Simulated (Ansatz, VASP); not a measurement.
# HgTe: VASP beside Ansatz

INCAR

```
SYSTEM = HgTe
  ALGO = Normal
  EDIFF = 1E-6
  ENCUT = 520
  GGA = PS
  ISIF = 2
  ISMEAR = 0
  LASPH = .True.
  LCHARG = .True.
  LELF = .True.
  LREAL = .False.
  LVHAR = .True.
  LWAVE = .False.
  NBANDS = 16
  NELM = 60
  PREC = Accurate
  SIGMA = 0.15
```

Contents of KPOINTS:

```
k-points
0
Gamma
  16 16 16
  0 0 0
```

The input POSCAR:

```
HgTe
1.0
    0.0000000000      3.0930919152      3.4186805378
    3.0930919152      0.0000000000      3.4186805378
    3.0930919152      3.0930919152      0.0000000000
Hg Te
1 1
Direct
    0.0000000000      0.0000000000      0.0000000000
    0.7500000000      0.7500000000      0.7500000000
```

Input for Ansatz:

```yaml
crystal:
  lattice:
    - [0.0, 3.0930919152, 3.4186805378]
    - [3.0930919152, 0.0, 3.4186805378]
    - [3.0930919152, 3.0930919152, 0.0]
  atoms:
    - { symbol: Hg, position: [0.0, 0.0, 0.0] }
    - { symbol: Te, position: [0.75, 0.75, 0.75] }
basis:
  ecutwfc: 420
kpoints:
  mp_grid: { grid: [16, 16, 16] }
hamiltonian:
  xc: pbesol
scf:
  occupations: { method: gaussian, width: 0.15 }
output:
  forces: true
  stress: true
  eigenvalues: true
```

Change from the starting cell: strain -0.050 along x and y, +0.050 along z, atoms carried along.

Alike in both runs: task single point; functional PBEsol; k mesh 16 × 16 × 16; occupations gaussian, width 0.15 eV; no spin polarisation.

|  | VASP | Ansatz |
| --- | --- | --- |
| version | VASP 6.6.1 | Ansatz 0.2.0 |
| potentials or method | VASP PAW PBE potentials, release 64 (Hg, Te), cutoff 520 eV | scalar-relativistic, plane waves, PAW |
| valence electrons in the cell | 18 | 36 |

```csv
,VASP,Ansatz,Ansatz less VASP
gap on the k mesh at the Fermi level (eV),none,none,-
pressure (GPa),2.5,2.4,-0.14
"traceless stress, the component that is largest in VASP (GPa)",-1.17,-1.17,0.000
```

VASP's potentials were made for PBE, not for PBEsol. A gap of «none» marks a metal or a gap that the smearing closes. The functional is the same, so the differences come from potentials, cutoffs and numerics. VASP's potentials hold 18 valence electrons a cell and Ansatz's 36, so a difference there can come from the potentials and not from the codes.

Spin-orbit coupling is off throughout.
